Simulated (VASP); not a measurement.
# Ga3As3CO in VASP: notebook, part 2 of 2

VASP 6.6.1. The steps go on from the part before.

## 3. Single point, PBE+D3(BJ)

The input, INCAR:

```
ALGO = Normal
DIPOL = 0.5 0.5 0.323
EDIFF = 1E-6
ENCUT = 520
GGA = PE
IDIPOL = 3
ISIF = 2
ISMEAR = 0
IVDW = 12
LASPH = T
LCHARG = F
LDIPOL = T
LREAL = F
LWAVE = F
NBANDS = 42
NELM = 60
PREC = Accurate
SIGMA = 0.05
```

The input, KPOINTS:

```
k-points
0
Gamma
  7 5 1
```

The input, POSCAR:

```
Ga3As3CO
1.0
    4.0137031111      0.0000000000      0.0000000000
    0.0000000000      5.6762333751      0.0000000000
    0.0000000000      0.0000000000     23.3352699083
Ga As O C
3 3 1 1
Direct
    0.5000000000      0.5000000000      0.1714143447
    0.0000000000      0.0653835255      0.2680035048
    0.5000000000      0.4894639609      0.3228546357
    0.0000000000      0.2500000000      0.1714143447
    0.5000000000      0.8102208698      0.2504948966
    0.0000000000      0.2887573198      0.3593388866
    0.1666666667      0.9554239865      0.4964703624
    0.1666666667      0.9554239865      0.5457519865
```

Potentials or basis: VASP PAW PBE potentials, release 64 (Ga_d, As, O, C).

Started as:

```bash
> cat potpaw_PBE.64/Ga_d/POTCAR potpaw_PBE.64/As/POTCAR potpaw_PBE.64/O/POTCAR potpaw_PBE.64/C/POTCAR > POTCAR
> mpirun -np 1 vasp_std > vasp.out
```

OUTCAR:

```text
EDIFF = 1E-6
   ENCUT = 520
   GGA = PE
   ISIF = 2
   ISMEAR = 0
   IVDW = 12
   LASPH = T
   LREAL = F
   NELM = 60
   PREC = Accurate
 IVDW          = 12

 ion  position               nearest neighbor table
   1  0.500  0.500  0.171-   4 2.46   4 2.46   5 2.55
   2  0.000  0.065  0.268-   6 2.48   4 2.49   5 2.51   5 2.51
   3  0.500  0.489  0.323-   6 2.46   6 2.46   5 2.48
   4  0.000  0.250  0.171-   1 2.46   1 2.46   2 2.49
   5  0.500  0.810  0.250-   3 2.48   2 2.51   2 2.51   1 2.55
   6  0.000  0.289  0.359-   3 2.46   3 2.46   2 2.48
   7  0.167  0.955  0.496-   8 1.15
   8  0.167  0.955  0.546-   7 1.15

  LATTYP: Found a simple orthorhombic cell.
 ALAT       =     4.0137031111
 B/A-ratio  =     1.4142135624
 C/A-ratio  =     5.8139003465

  Lattice vectors:

 A1 = (   4.0137031111,   0.0000000000,   0.0000000000)
 A2 = (   0.0000000000,   5.6762333751,   0.0000000000)
 A3 = (   0.0000000000,   0.0000000000,  23.3352699083)

Analysis of symmetry for initial positions (statically):
=====================================================================
 Subroutine PRICEL returns:
 Original cell was already a primitive cell.

 Routine SETGRP: Setting up the symmetry group for a
 simple orthorhombic supercell.

 Subroutine GETGRP returns: Found  1 space group operations
 (whereof  1 operations were pure point group operations)
 out of a pool of  8 trial point group operations.

The static configuration has the point symmetry C_1 .

Analysis of symmetry for dynamics (positions and initial velocities):
=====================================================================
 Subroutine PRICEL returns:
 Original cell was already a primitive cell.

 Routine SETGRP: Setting up the symmetry group for a
 simple orthorhombic supercell.

 Subroutine GETGRP returns: Found  1 space group operations
[... 137 lines left out ...]
   LEPSILON=     F    determine dielectric tensor
   LRPA    =     F    only Hartree local field effects (RPA)
 non-spin polarized calculation
 Gauss-broadening in eV      SIGMA  =   0.05
  energy-cutoff  :      520.00
  volume of cell :      531.64
 maximum number of plane-waves:     14367
 NGX is ok and might be reduce to    30
   NGX = 15   NGY = 21   NGZ = 87

 dipolmoment           0.000000      0.000000     -0.004297 electrons x Angstroem

 number of electron      64.0000018 magnetization

 dipolmoment           0.000000      0.000000      0.060030 electrons x Angstroem

 Free energy of the ion-electron system (eV)
  ---------------------------------------------------
  ext. energy  EPLUGINS =         0.00000000
  ---------------------------------------------------
  free energy    TOTEN  =       -37.54197544 eV

  energy without entropy =      -37.54197544  energy(sigma->0) =      -37.54197544

 E-fermi :  -2.0978     XC(G=0):  -3.8156

 val. band max:       -2.2954562016   @ k =   0.0000   0.0000   0.0000
 cond. band min:      -1.8953124311   @ k =   0.4286   0.0000   0.0000
 fundamental gap:      0.4001437706
 Fermi energy:        -2.0977750788

 k-point     1 :       0.0000    0.0000    0.0000
  band No.  band energies     occupation
      1     -26.6932      2.00000
      2     -17.2718      2.00000
      3     -17.2150      2.00000
      4     -17.1992      2.00000
      5     -17.1737      2.00000
      6     -17.1498      2.00000
[... 799 lines left out ...]
     41       2.7101      0.00000
     42       3.0301      0.00000

------------------------ aborting loop because EDIFF is reached ----------------------------------------

 vacuum level on the upper side and lower side of the slab       (xc-potential included)         0.091        -0.365

 Edisp (eV)   -1.25820

 E8    (eV) :    -0.5708

  FORCE on cell =-STRESS in cart. coord.  units (eV):
  Direction    XX          YY          ZZ          XY          YZ          ZX
  --------------------------------------------------------------------------------------
  -------------------------------------------------------------------------------------
  Total      -2.08446    -2.62047    -0.80887    -0.01333    -0.10049     0.02477
  in kB      -6.28181    -7.89716    -2.43765    -0.04016    -0.30284     0.07465
  external pressure =       -5.54 kB  Pullay stress =        0.00 kB

 VOLUME and BASIS-vectors are now :
 -----------------------------------------------------------------------------
  energy-cutoff  :      520.00
  volume of cell :      531.64
      direct lattice vectors                 reciprocal lattice vectors
     4.013703111  0.000000000  0.000000000     0.249146480  0.000000000  0.000000000
     0.000000000  5.676233375  0.000000000     0.000000000  0.176173165  0.000000000
     0.000000000  0.000000000 23.335269908     0.000000000  0.000000000  0.042853586

 POSITION                                       TOTAL-FORCE (eV/Angst)
 -----------------------------------------------------------------------------------
      2.00685      2.83812      4.00000         0.000001     -0.310603      1.028597
      0.00000      0.37113      6.25393        -0.000442     -0.007694      0.015248
      2.00685      2.77831      7.53390         0.001928      0.006115      0.004871
      0.00000      1.41906      4.00000         0.000100      0.317778     -1.061394
      2.00685      4.59900      5.84537        -0.001166      0.012705     -0.012542
      0.00000      1.63905      8.38527        -0.008725      0.000066      0.037585
      0.66895      5.42321     11.58527         0.011414     -0.027820      0.718489
      0.66895      5.42321     12.73527        -0.003110      0.009453     -0.730853
 -----------------------------------------------------------------------------------
    total drift:                               -0.000048     -0.000928      0.000689

  FREE ENERGIE OF THE ION-ELECTRON SYSTEM (eV)
  ---------------------------------------------------
  free  energy   TOTEN  =       -38.8001773993 eV

  energy  without entropy=      -38.8001773990  energy(sigma->0) =      -38.80017740

 vacuum level on the upper side and lower side of the slab         2.722         2.248
```

OSZICAR:

```text
N       E                     dE             d eps       ncg     rms          rms(c)
DAV:   1     0.472291927581E+03    0.47229E+03   -0.26523E+04  1648   0.136E+03
DAV:   2     0.358715431280E+02   -0.43642E+03   -0.41814E+03  1884   0.312E+02
DAV:   3    -0.348402011799E+02   -0.70712E+02   -0.69624E+02  1950   0.128E+02
[... 15 lines left out ...]
DAV:  19    -0.375419594076E+02   -0.14458E-04   -0.99178E-07  1222   0.682E-03    0.778E-04
DAV:  20    -0.375419704322E+02   -0.11025E-04   -0.93164E-07  1184   0.437E-03    0.393E-04
DAV:  21    -0.375419717657E+02   -0.13335E-05   -0.17980E-07  1152   0.230E-03    0.287E-04
DAV:  22    -0.375419748380E+02   -0.30724E-05   -0.27374E-07  1160   0.166E-03    0.167E-04
DAV:  23    -0.375419754440E+02   -0.60595E-06   -0.50240E-08  1128   0.138E-03
   1 F= -.38800177E+02 E0= -.38800177E+02  d E =-.253262E-09
```

stdout:

```text
POSCAR found type information on POSCAR GaAsO C
 POSCAR found :  4 types and       8 ions
 scaLAPACK will be used
 LDA part: xc-table for (Slater+PW92), standard interpolation
 POSCAR, INCAR and KPOINTS ok, starting setup
 FFT: planning ... GRIDC
 FFT: planning ... GRID_SOFT
 FFT: planning ... GRID
 WAVECAR not read
 entering main loop
```

Run time: 14 min. Hardware: 1 thread of Oxide Virtual Turin-like, shared host; peak memory 0.7 GiB.

What came out:

* Free energy: -38.8002 eV
* Largest force: 1.108 eV/Å
* Band gap on the k mesh: 0.40 eV, indirect (least direct gap 0.75 eV)
* Dispersion energy per atom: -0.157 eV

Forces in eV/Å, atoms in the order of the input:
```
Ga   0.000 -0.311  1.029
Ga   0.000 -0.008  0.015
Ga   0.002  0.006  0.005
As   0.000  0.318 -1.061
As  -0.001  0.013 -0.013
As  -0.009  0.000  0.038
O    0.011 -0.028  0.718
C   -0.003  0.009 -0.731
```

## 4. Single point, PBE+D3(BJ)

The input, INCAR:

```
SYSTEM = Ga3As3CO
  ALGO = Normal
  DIPOL = 0.5 0.5 0.323
  EDIFF = 1E-7
  ENCUT = 520
  GGA = PE
  IDIPOL = 3
  ISIF = 2
  ISMEAR = 0
  IVDW = 12
  LASPH = .TRUE.
  LCHARG = .TRUE.
  LDIPOL = .TRUE.
  LELF = .TRUE.
  LREAL = .FALSE.
  LVACPOTAV = .TRUE.
  LVHAR = .TRUE.
  LWAVE = .FALSE.
  NBANDS = 42
  NELM = 60
  PREC = Accurate
  SIGMA = 0.05
```

The input, KPOINTS:

```
k-points
0
G
  7 5 1
  0 0 0
```

POSCAR: that of step 3 with these lines changed.

```diff
@@ -14,3 +14,3 @@
     0.0000000000      0.2887573198      0.3593388866
-    0.1666666667      0.9554239865      0.4964703624
-    0.1666666667      0.9554239865      0.5457519865
+    0.1666666667      1.1220906532      0.4964703624
+    0.1666666667      1.1220906532      0.5457519865
```

Started as:

```bash
> cat potpaw_PBE.64/Ga_d/POTCAR potpaw_PBE.64/As/POTCAR potpaw_PBE.64/O/POTCAR potpaw_PBE.64/C/POTCAR > POTCAR
> mpirun -np 1 vasp_std > vasp.out
```

Run time: 15 min. Hardware: 1 thread of Oxide Virtual Turin-like, shared host; peak memory 0.71 GiB.

The run converged. Its results:

```yaml
Free_energy: -38.7740 eV
Largest_force: 1.114 eV/Å
Band_gap_on_the_k_mesh: 0.40 eV, indirect (least direct gap 0.75 eV)
Dispersion_energy_per_atom: -0.158 eV
```

Forces on the atoms (eV/Å):
```
Ga   0.000 -0.315  1.026
Ga  -0.002  0.001  0.009
Ga   0.006 -0.002 -0.012
As   0.000  0.321 -1.066
As  -0.003  0.016 -0.009
As  -0.033  0.011 -0.025
O    0.040 -0.041  0.794
C   -0.009  0.010 -0.716
```

Levels at points of the mesh, in eV from the valence-band top:
```tsv
k point	band 30	band 31	band 32	band 33	band 34	band 35
(0.00, 0.00, 0.00)	-0.89	-0.85	0.00	0.75	1.63	2.28
```
